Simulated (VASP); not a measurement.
**Li3ReBi: single point with PBE**

Crystal: Li3ReBi.

```xyz
5
Lattice="4.8022 0.0000 0.0000 0.0000 4.8022 0.0000 0.0000 0.0000 4.8028" Properties=species:S:1:pos:R:3 pbc="T T T"
Li    2.4011    2.4011    0.0000
Li    2.4011    0.0000    2.4014
Li    0.0000    2.4011    2.4014
Re    0.0000    0.0000    0.0000
Bi    2.4011    2.4011    2.4014
```

```yaml
Program: VASP 6.6.1
Task: single point
Functional: PBE
Potentials_or_basis: VASP PAW PBE potentials, release 64 (Li_sv, Re, Bi_d)
Cutoff: 520 eV
k_mesh: 4 × 4 × 4
Occupations: gaussian, width 0.1 eV
Spin: no spin polarisation
```

```
Band gap on the k mesh : zero (an odd number of electrons rules out a gap without spin polarisation)
```

Levels at points of the mesh, in eV from the Fermi level:
| k point | band 13 | band 14 | band 15 | band 16 | band 17 | band 18 |
| --- | --- | --- | --- | --- | --- | --- |
| (0.00, 0.00, 0.00) | -2.05 | -0.72 | -0.72 | -0.12 | -0.12 | -0.12 |
| (0.50, 0.00, 0.00) | -0.73 | -0.09 | 0.06 | 0.35 | 0.35 | 1.11 |
| (0.50, 0.50, 0.00) | -1.33 | -0.45 | -0.45 | -0.43 | -0.01 | 0.14 |
| (0.00, 0.00, 0.50) | -0.73 | -0.09 | 0.06 | 0.35 | 0.35 | 1.11 |
| (0.50, 0.00, 0.50) | -1.33 | -0.45 | -0.45 | -0.43 | -0.01 | 0.14 |
| (0.50, 0.50, 0.50) | -0.55 | 0.17 | 0.17 | 0.24 | 0.24 | 0.24 |

It took 26 s on 1 thread of Intel(R) Xeon(R) 6975P-C (Granite Rapids), on a shared host, peak memory 0.23 GiB.

Caveat: spin-orbit coupling is left out, which moves the levels of the heavy elements.
